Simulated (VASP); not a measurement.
# SnO (P4/nmm) in VASP: elastic constants with LDA

Aim: the elastic constants of SnO with LDA.

Everything below comes from runs of VASP 6.6.1. Logs are shortened: lines on timing, memory, paths and dates and some standing lists are left out, and cuts for length are marked.

## (1) The cell of the first run

It takes space group P4/nmm (No. 129, tetragonal). Conventional cell: a = 3.766 Å, b = 3.766 Å, c = 4.654 Å, α = 90.00°, β = 90.00°, γ = 90.00°. Within 2.9 Å of Sn (site symmetry 4mm) lie 4 O at 2.20 Å. O (site symmetry -4m2) has 4 Sn at 2.20 Å and 4 O at 2.66 Å within 2.9 Å.

## (2) Elastic constants, LDA

INCAR

```
PREC = Accurate
ENCUT = 600
EDIFF = 1E-8
ISMEAR = -1
SIGMA = 0.08
LREAL = False
LASPH = True
NELM = 120
ALGO = Normal
ISIF = 3
LWAVE = False
LCHARG = False
GGA = CA
IBRION = 6
NFREE = 2
POTIM = 0.015
NSW = 1
GGA_COMPAT = False
KPAR = 4
```

KPOINTS

```
Automatic mesh
0
Gamma
  8 8 6
```

POSCAR

```
SnO
1.0
    3.7661772446      0.0000000000      0.0000000000
    0.0000000000      3.7661772446      0.0000000000
    0.0000000000      0.0000000000      4.6535659215
Sn O
2 2
Direct
    0.5000000000      0.0000000000      0.2460738382
    0.0000000000      0.5000000000      0.7539261618
    0.0000000000      0.0000000000      0.0000000000
    0.5000000000      0.5000000000      0.0000000000
```

Potentials or basis: VASP PAW LDA potentials, release 64 (Sn_d, O).

The run is started by

```bash
> cat potpaw_LDA.64/Sn_d/POTCAR potpaw_LDA.64/O/POTCAR > POTCAR
> mpirun -np 4 vasp_std > vasp.out
```

OUTCAR:

```text
PREC = Accurate
   ENCUT = 600
   EDIFF = 1E-8
   ISMEAR = -1
   LREAL = False
   LASPH = True
   NELM = 120
   ISIF = 3
   GGA = CA
   IBRION = 6
   NFREE = 2
   POTIM = 0.015
   NSW = 1

 ion  position               nearest neighbor table
   1  0.500  0.000  0.246-   3 2.20   4 2.20   4 2.20   3 2.20   2 3.51   2 3.51   2 3.51   2 3.51
                             2 3.56   2 3.56   2 3.56   2 3.56
   2  0.000  0.500  0.754-   3 2.20   4 2.20   3 2.20   4 2.20   1 3.51   1 3.51   1 3.51   1 3.51
                             1 3.56   1 3.56   1 3.56   1 3.56
   3  0.000  0.000  0.000-   1 2.20   2 2.20   2 2.20   1 2.20
   4  0.500  0.500  0.000-   1 2.20   2 2.20   1 2.20   2 2.20

  LATTYP: Found a simple tetragonal cell.
 ALAT       =     3.7661772446
 C/A-ratio  =     1.2356205296

  Lattice vectors:

 A1 = (   3.7661772446,   0.0000000000,   0.0000000000)
 A2 = (   0.0000000000,   3.7661772446,   0.0000000000)
 A3 = (   0.0000000000,   0.0000000000,   4.6535659215)

Analysis of symmetry for initial positions (statically):
=====================================================================
 Subroutine PRICEL returns:
 Original cell was already a primitive cell.

 Routine SETGRP: Setting up the symmetry group for a
 simple tetragonal supercell.

 Subroutine GETGRP returns: Found 16 space group operations
 (whereof  8 operations were pure point group operations)
 out of a pool of 16 trial point group operations.

The static configuration has the point symmetry D_2d.
 The point group associated with its full space group is D_4h.

Analysis of symmetry for dynamics (positions and initial velocities):
=====================================================================
 Subroutine PRICEL returns:
 Original cell was already a primitive cell.

 Routine SETGRP: Setting up the symmetry group for a
 simple tetragonal supercell.

 Subroutine GETGRP returns: Found 16 space group operations
[... 1012 lines left out ...]

 [... further k-points ...]

------------------------ aborting loop because EDIFF is reached ----------------------------------------

  FORCE on cell =-STRESS in cart. coord.  units (eV):
  Direction    XX          YY          ZZ          XY          YZ          ZX
  --------------------------------------------------------------------------------------
  -------------------------------------------------------------------------------------
  Total        0.0039030      0.2177080      0.1202588      0.0000000      0.0000000      0.0000000
  in kB        0.0947363      5.2844244      2.9190410      0.0000000      0.0000000      0.0000000
  external PRESSURE =       2.7660672 kB  Pullay stress =       0.0000000 kB
[... 19 lines left out ...]
  FREE ENERGIE OF THE ION-ELECTRON SYSTEM (eV)
  ---------------------------------------------------
  free  energy   TOTEN  =       -25.7389311887 eV

  energy  without entropy=      -25.7349725220  energy(sigma->0) =      -25.73695186

 INTERNAL STRAIN TENSORS FROM STRAINED CELLS
 ============================================

 INTERNAL STRAIN TENSOR FOR ION    1 for displacements in x,y,z  (eV/Angst):
          X           Y           Z          XY          YZ          ZX
  --------------------------------------------------------------------------------
  x     0.00000     0.00000    -0.00000     0.00000     0.00000    -6.12676
  y     0.00000     0.00000     0.00000     0.00000    -6.23759     0.00000
  z   -12.14813   -12.14869   -18.65075    -0.00100     0.00043     0.00057

 INTERNAL STRAIN TENSORS FROM DISPLACED ATOMS
 ============================================

 INTERNAL STRAIN TENSOR FOR ION    1 for displacements in x,y,z  (eV/Angst):
          X           Y           Z          XY          YZ          ZX
  --------------------------------------------------------------------------------
  x     0.00000     0.00000     0.00000     0.00000     0.00000    -6.13605
  y     0.00000     0.00000     0.00000     0.00000    -6.13605     0.00000
  z   -12.13185   -12.13185   -18.55935     0.00000     0.00000     0.00000

 INTERNAL STRAIN TENSOR FOR ION    4 for displacements in x,y,z  (eV/Angst):
          X           Y           Z          XY          YZ          ZX
  --------------------------------------------------------------------------------
  x     0.00000     0.00000     0.00000     0.00000     0.00000    -4.13534
  y     0.00000     0.00000     0.00000     0.00000     4.13534     0.00000
  z    -7.11814     7.11814     0.00000     0.00000     0.00000     0.00000

 Eigenvectors and eigenvalues of the dynamical matrix
 ----------------------------------------------------

   1 f  =   14.269743 THz    89.659437 2PiTHz  475.987375 cm-1    59.014887 meV
             X         Y         Z           dx          dy          dz
      1.883089  0.000000  1.145121     0.028696    0.036460    0.000000
      0.000000  1.883089  3.508445    -0.028696   -0.036460   -0.000000
      0.000000  0.000000  0.000000    -0.436380    0.554455   -0.000000
      1.883089  1.883089  0.000000     0.436380   -0.554455    0.000000
[... 71 lines left out ...]
  12 f/i=    0.003012 THz     0.018923 2PiTHz    0.100460 cm-1     0.012455 meV
             X         Y         Z           dx          dy          dz
      1.883089  0.000000  1.145121    -0.575640    0.330360   -0.000000
      0.000000  1.883089  3.508445    -0.575640    0.330360   -0.000000
      0.000000  0.000000  0.000000    -0.211564    0.121417   -0.000000
      1.883089  1.883089  0.000000    -0.211564    0.121417   -0.000000

--------------------------------------------------------------------------------------------------------

 ELASTIC MODULI CONTR FROM IONIC RELAXATION (kBar)
 Direction    XX          YY          ZZ          XY          YZ          ZX
 --------------------------------------------------------------------------------
 XX        -675.7952    -38.9479   -546.7086      0.0000     -0.0000     -0.0000
 YY         -38.9479   -675.7952   -546.7086      0.0000     -0.0000     -0.0000
 ZZ        -546.7086   -546.7086   -836.3572      0.0000     -0.0000     -0.0000
 XY           0.0000      0.0000      0.0000      0.0000      0.0000      0.0000
 YZ          -0.0000     -0.0000     -0.0000      0.0000   -289.2339     -0.0000
 ZX          -0.0000     -0.0000     -0.0000      0.0000     -0.0000   -289.2339
 --------------------------------------------------------------------------------

 TOTAL ELASTIC MODULI (kBar)
 Direction    XX          YY          ZZ          XY          YZ          ZX
 --------------------------------------------------------------------------------
 XX        1092.9875    935.9003    178.9299      0.0000     -0.0000     -0.0000
 YY         935.9003   1092.9875    178.9299      0.0000     -0.0000     -0.0000
 ZZ         178.9299    178.9299    482.1653      0.0000     -0.0000     -0.0000
 XY           0.0000      0.0000      0.0000    915.8300      0.0000      0.0000
 YZ          -0.0000     -0.0000     -0.0000      0.0000    343.8183     -0.0000
 ZX          -0.0000     -0.0000     -0.0000      0.0000     -0.0000    343.8183
 --------------------------------------------------------------------------------
```

OSZICAR:

```text
N       E                     dE             d eps       ncg     rms          rms(c)
DAV:   1     0.420396134343E+03    0.42040E+03   -0.22534E+04  2904   0.285E+03
DAV:   2     0.306500313631E+02   -0.38975E+03   -0.38350E+03  3096   0.620E+02
[... 265 lines left out ...]
DAV:   4    -0.257389188892E+02    0.12692E-03   -0.62532E-04  6912   0.241E-01    0.131E-02
DAV:   5    -0.257389320370E+02   -0.13148E-04   -0.14237E-04  5056   0.123E-01    0.118E-02
DAV:   6    -0.257389317255E+02    0.31148E-06   -0.59579E-06  7024   0.225E-02    0.481E-03
DAV:   7    -0.257389311420E+02    0.58353E-06   -0.26564E-06  7008   0.231E-02    0.855E-04
DAV:   8    -0.257389311897E+02   -0.47692E-07   -0.51305E-07  5200   0.563E-03    0.572E-04
DAV:   9    -0.257389311887E+02    0.96770E-09   -0.47309E-08  4968   0.225E-03
  21 F= -.25738931E+02 E0= -.25736952E+02  d E =-.395867E-02
```

Wall time 23 min (4 MPI ranks of Oxide Virtual Turin-like, shared host); peak memory 0.45 GiB.

Results:

```yaml
Voigt_bulk_modulus: 58 GPa
Highest_phonon_frequency_at_Γ_LO-TO_splitting_left_out: 476 cm⁻¹
```

Phonon frequencies in cm⁻¹ (negative: imaginary):
```tsv
q point	frequencies
(0.000, 0.000, 0.000)	0 0 0 120 120 214 284 284 362 372 476 476
```

Elastic tensor in Voigt notation (GPa, in the Cartesian axes of the cell as first typed):
```
109  94  18   0   0   0
 94 109  18   0   0   0
 18  18  48   0   0   0
  0   0   0  34   0   0
  0   0   0   0  34   0
  0   0   0   0   0  92
```

Clamped-ion elastic tensor (GPa):
```
177  97  73   0   0   0
 97 177  73   0   0   0
 73  73 132   0   0   0
  0   0   0  63   0   0
  0   0   0   0  63   0
  0   0   0   0   0  92
```

Caveat: spin-orbit coupling is left out, which moves the levels of the heavy elements.
